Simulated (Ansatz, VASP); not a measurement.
# EuO in VASP and in Ansatz

```
Eu O
1.0
     0.00000    2.57195    2.57195
     2.57195    0.00000    2.57195
     2.57195    2.57195    0.00000
Eu O
1 1
Direct
  0.00000 0.00000 0.00000
  0.50000 0.50000 0.50000
```

Alike in both runs: task single point; functional PBE; k mesh 6 × 6 × 6; occupations fermi-dirac, width 0.2 eV; collinear spin.

|  | VASP | Ansatz |
| --- | --- | --- |
| version | VASP 6.6.1 | Ansatz 0.2.0 |
| potentials or method | VASP PAW PBE potentials, release 64 (Eu, O) | plane waves, PAW |
| plane-wave cutoff (eV) | 600 | 420 |
| valence electrons in the cell | 23 | 23 |

|  | VASP | Ansatz | Ansatz less VASP |
| --- | --- | --- | --- |
| gap on the k mesh at the Fermi level (eV) | none | none | - |
| pressure (GPa) | -4.7 | -4.4 | +0.26 |
| net moment per atom (μB) | 3.45 | 3.45 | +0.004 |
| size of the moment on the site where the two differ most (μB) | 6.54 | 6.57 | +0.035 |

Site moments also hang on the region over which each program counts them. A gap of «none» marks a metal or a gap that the smearing closes. Ansatz's warnings: given moment on shells.

Neither program's run includes spin-orbit coupling.
